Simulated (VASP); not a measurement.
# B in VASP: further runs, part 2 of 2

VASP 6.6.1. Earlier steps stand in the parts before.

## 3. Single point, PBE

This run uses another cell than the first one: it holds 8 atoms, not 1.

Contents of INCAR:

```
SYSTEM = B
PREC = Accurate
ENCUT = 520
EDIFF = 1E-7
ISMEAR = 0
SIGMA = 0.2
LREAL = .False.
LASPH = .True.
NELM = 100
ALGO = Normal
ISIF = 2
LWAVE = .False.
LCHARG = .False.
GGA = PE
NBANDS = 22
```

Contents of KPOINTS:

```
regular mesh
0
Gamma
  6 6 6
  0 0 0
```

Contents of POSCAR:

```
B
1.0
    3.7697417330      0.0000000000      0.0000000000
    0.0000000000      3.7697417330      0.0000000000
    0.0000000000      0.0000000000      3.7697417330
B
8
Direct
    0.2500000000      0.2500000000      0.2500000000
    0.2500000000      0.2500000000      0.7500000000
    0.2500000000      0.7500000000      0.2500000000
    0.2500000000      0.7500000000      0.7500000000
    0.7500000000      0.2500000000      0.2500000000
    0.7500000000      0.2500000000      0.7500000000
    0.7500000000      0.7500000000      0.2500000000
    0.7500000000      0.7500000000      0.7500000000
```

Potentials or basis: VASP PAW PBE potentials, release 64 (B).

Started as:

```
$ cat potpaw_PBE.64/B/POTCAR > POTCAR
$ mpirun -np 1 vasp_std > vasp.out
```

OUTCAR:

```text
SYSTEM = B
   PREC = Accurate
   ENCUT = 520
   EDIFF = 1E-7
   ISMEAR = 0
   LREAL = .False.
   LASPH = .True.
   NELM = 100
   ISIF = 2
   GGA = PE

 ion  position               nearest neighbor table
   1  0.250  0.250  0.250-   2 1.88   3 1.88   5 1.88   2 1.88   3 1.88   5 1.88
   2  0.250  0.250  0.750-   1 1.88   4 1.88   6 1.88   1 1.88   4 1.88   6 1.88
   3  0.250  0.750  0.250-   1 1.88   4 1.88   7 1.88   4 1.88   1 1.88   7 1.88
   4  0.250  0.750  0.750-   2 1.88   3 1.88   8 1.88   3 1.88   2 1.88   8 1.88
   5  0.750  0.250  0.250-   1 1.88   6 1.88   7 1.88   6 1.88   7 1.88   1 1.88
   6  0.750  0.250  0.750-   2 1.88   5 1.88   8 1.88   5 1.88   8 1.88   2 1.88
   7  0.750  0.750  0.250-   3 1.88   5 1.88   8 1.88   8 1.88   5 1.88   3 1.88
   8  0.750  0.750  0.750-   4 1.88   6 1.88   7 1.88   7 1.88   6 1.88   4 1.88
[... 6 lines left out ...]
 A1 = (   3.7697417330,   0.0000000000,   0.0000000000)
 A2 = (   0.0000000000,   3.7697417330,   0.0000000000)
 A3 = (   0.0000000000,   0.0000000000,   3.7697417330)

Analysis of symmetry for initial positions (statically):
=====================================================================
 Subroutine PRICEL returns following result:

  LATTYP: Found a simple cubic cell.
 ALAT       =     1.8848708665

  Lattice vectors:

 A1 = (   1.8848708665,   0.0000000000,   0.0000000000)
 A2 = (   0.0000000000,   1.8848708665,   0.0000000000)
 A3 = (   0.0000000000,   0.0000000000,   1.8848708665)

   8 primitive cells build up your supercell.

 Routine SETGRP: Setting up the symmetry group for a
 simple cubic supercell.

 Subroutine GETGRP returns: Found 48 space group operations
 (whereof 48 operations were pure point group operations)
 out of a pool of 48 trial point group operations.

The static configuration has the point symmetry O_h .

Analysis of symmetry for dynamics (positions and initial velocities):
=====================================================================
 Subroutine PRICEL returns following result:

  LATTYP: Found a simple cubic cell.
 ALAT       =     1.8848708665

  Lattice vectors:

 A1 = (   1.8848708665,   0.0000000000,   0.0000000000)
 A2 = (   0.0000000000,   1.8848708665,   0.0000000000)
 A3 = (   0.0000000000,   0.0000000000,   1.8848708665)

   8 primitive cells build up your supercell.

 Routine SETGRP: Setting up the symmetry group for a
 simple cubic supercell.

 Subroutine GETGRP returns: Found 48 space group operations
 (whereof 48 operations were pure point group operations)
 out of a pool of 48 trial point group operations.

The dynamic configuration has the point symmetry O_h .

 Subroutine INISYM returns: Found 48 space group operations
 (whereof 48 operations are pure point group operations),
 and found     8 'primitive' translations

----------------------------------------------------------------------------------------

                                     Primitive cell

  volume of cell :       6.6965

  direct lattice vectors                    reciprocal lattice vectors
     1.884870866  0.000000000  0.000000000     0.530540324  0.000000000  0.000000000
     0.000000000  1.884870866  0.000000000     0.000000000  0.530540324  0.000000000
     0.000000000  0.000000000  1.884870866     0.000000000  0.000000000  0.530540324
[... 41 lines left out ...]
  0.333333  0.000000  0.000000      6.000000
  0.500000  0.000000  0.000000      3.000000
  0.166667  0.166667  0.000000     12.000000
  0.333333  0.166667  0.000000     24.000000
[... 12 lines left out ...]
  0.500000  0.500000  0.333333      6.000000
  0.500000  0.500000  0.500000      1.000000
   k-points           NKPTS =     20   k-points in BZ     NKDIM =     20   number of bands    NBANDS=     22
   number of dos      NEDOS =    301   number of ions     NIONS =      8
   total plane-waves  NPLWV =  21952
   dimension x,y,z NGX =    28 NGY =   28 NGZ =   28
   dimension x,y,z NGXF=    56 NGYF=   56 NGZF=   56
   ions per type =               8
   NGX,Y,Z   is equivalent  to a cutoff of  12.35, 12.35, 12.35 a.u.
   NGXF,Y,Z  is equivalent  to a cutoff of  24.70, 24.70, 24.70 a.u.
 SYSTEM =  B
   PREC   = accura    normal or accurate (medium, high low for compatibility)
   ISTART =      0    job   : 0-new  1-cont  2-samecut
   ICHARG =      2    charge: 1-file 2-atom 10-const
   ISPIN  =      1    spin polarized calculation?
   LNONCOLLINEAR =      F non collinear calculations
   LSORBIT =      F    spin-orbit coupling
   LASPH  =      T    aspherical Exc in radial PAW
   ENCUT  =  520.0 eV  38.22 Ry    6.18 a.u.   7.01  7.01  7.01*2*pi/ulx,y,z
   NELM   =    100;   NELMIN=  2; NELMDL= -5     # of ELM steps
   EDIFF  = 0.1E-06   stopping-criterion for ELM
   LREAL  =      F    real-space projection
   EDIFFG = 0.1E-05   stopping-criterion for IOM
   NSW    =      0    number of steps for IOM
   IBRION =     -1    ionic relax: 0-MD 1-quasi-New 2-CG
   NFREE  =      0    steps in history (QN), initial steepest desc. (CG)
   ISIF   =      2    stress and relaxation
   ISYM   =      2    0-nonsym 1-usesym 2-fastsym
   POTIM  = 0.5000    time-step for ionic-motion
   TEBEG  =    0.0;   TEEND  =   0.0 temperature during run
   PSTRESS=    0.0 pullay stress
   NELECT =      24.0000    total number of electrons
   NUPDOWN=      -1.0000    fix difference up-down
   EMIN   =  10.00;   EMAX   =-10.00  energy-range for DOS
   EFERMI =   0.00;   METHOD = LEGACY
   ISMEAR =     0;   SIGMA  =   0.20  broadening in eV -4-tet -1-fermi 0-gaus
   EFERMI_NEDOS =   21; number of points for ismear=-14 and -15
   IALGO  =     38    algorithm
   IMIX   =      4    mixing-type and parameters
     AMIX     =   0.40;   BMIX     =  1.00
     AMIX_MAG =   1.60;   BMIX_MAG =  1.00
  volume/ion in A,a.u.               =       6.70        45.19
  Fermi-wavevector in a.u.,A,eV,Ry     =   1.252661  2.367187 21.349721  1.569160
  Thomas-Fermi vector in A             =   2.386551
   LORBIT       =      0    0 simple, 1 ext, 2 COOP (PROOUT), +10 PAW based schemes
   GGA     = PE    functional components
   LHFCALC =     F    Hartree Fock is set to
   AEXX    =    0.0000 exact exchange contribution
   IVDW    =     0    specifies the selected vdW correction
   LEPSILON=     F    determine dielectric tensor
   LRPA    =     F    only Hartree local field effects (RPA)
 non-spin polarized calculation
 Gauss-broadening in eV      SIGMA  =   0.20
  energy-cutoff  :      520.00
  volume of cell :       53.57
 maximum number of plane-waves:      1472
   NGX = 15   NGY = 15   NGZ = 15

 number of electron      23.9999998 magnetization

 Free energy of the ion-electron system (eV)
  ---------------------------------------------------
  ext. energy  EPLUGINS =         0.00000000
  ---------------------------------------------------
  free energy    TOTEN  =       -44.78827276 eV

  energy without entropy =      -44.73382910  energy(sigma->0) =      -44.76105093

 E-fermi :   7.2013     XC(G=0): -12.3830

 val. band max:        7.1390214077   @ k =   0.5000   0.0000   0.0000
 cond. band min:       7.2326896775   @ k =   0.3333   0.3333   0.1667
 fundamental gap:      0.0936682698
 Fermi energy:         7.2013257955

 k-point     1 :       0.0000    0.0000    0.0000
  band No.  band energies     occupation
      1      -8.7566      2.00000
      2      -1.2092      2.00000
      3      -1.2092      2.00000
      4      -1.2092      2.00000
      5       0.8102      2.00000
      6       0.8102      2.00000
[... 489 lines left out ...]
     21      11.9940      0.00000
     22      11.9940      0.00000

------------------------ aborting loop because EDIFF is reached ----------------------------------------

  FORCE on cell =-STRESS in cart. coord.  units (eV):
  Direction    XX          YY          ZZ          XY          YZ          ZX
  --------------------------------------------------------------------------------------
  -------------------------------------------------------------------------------------
  Total        0.2527531      0.2527531      0.2527531     -0.0000000     -0.0000000     -0.0000000
  in kB        7.5591384      7.5591384      7.5591384     -0.0000000     -0.0000000     -0.0000000
  external PRESSURE =       7.5591384 kB  Pullay stress =       0.0000000 kB

 VOLUME and BASIS-vectors are now :
 -----------------------------------------------------------------------------
  energy-cutoff  :      520.00
  volume of cell :       53.57
      direct lattice vectors                 reciprocal lattice vectors
     3.769741733  0.000000000  0.000000000     0.265270162  0.000000000  0.000000000
     0.000000000  3.769741733  0.000000000     0.000000000  0.265270162  0.000000000
     0.000000000  0.000000000  3.769741733     0.000000000  0.000000000  0.265270162

 POSITION                                       TOTAL-FORCE (eV/Angst)
 -----------------------------------------------------------------------------------
      0.94244      0.94244      0.94244         0.000000     -0.000000     -0.000000
      0.94244      0.94244      2.82731        -0.000000      0.000000     -0.000000
      0.94244      2.82731      0.94244        -0.000000     -0.000000      0.000000
      0.94244      2.82731      2.82731        -0.000000     -0.000000      0.000000
      2.82731      0.94244      0.94244         0.000000      0.000000     -0.000000
      2.82731      0.94244      2.82731         0.000000     -0.000000     -0.000000
      2.82731      2.82731      0.94244        -0.000000      0.000000      0.000000
      2.82731      2.82731      2.82731         0.000000     -0.000000      0.000000
 -----------------------------------------------------------------------------------
    total drift:                                0.000000      0.000000      0.000000

  FREE ENERGIE OF THE ION-ELECTRON SYSTEM (eV)
  ---------------------------------------------------
  free  energy   TOTEN  =       -44.7882727578 eV

  energy  without entropy=      -44.7338290958  energy(sigma->0) =      -44.76105093
```

Run time: 8.3 s. Hardware: 1 thread of Intel Xeon 6975P-C (Granite Rapids), shared host; peak memory 0.15 GiB.

Results:

```yaml
Free_energy: -44.7883 eV
Pressure: 0.8 GPa
Band_gap_on_the_k_mesh: zero (bands 12 and 13 overlap by 6.92 eV)
```

Levels at points of the mesh, in eV from the Fermi level:
```
           k point  band 9  band 10  band 11  band 12  band 13  band 14  band 15  band 16
(0.00, 0.00, 0.00)   -2.12    -2.12    -2.12    -2.12    -2.12     3.24     3.24     3.24
(0.50, 0.00, 0.00)   -4.88    -4.88    -0.06    -0.06    -0.06    -0.06     3.05     3.05
(0.50, 0.50, 0.00)   -3.23    -3.23    -3.23    -3.23     2.78     2.78     2.78     2.78
(0.50, 0.50, 0.50)    4.79     4.79     4.79     4.79     4.79     4.79     4.79     4.79
```
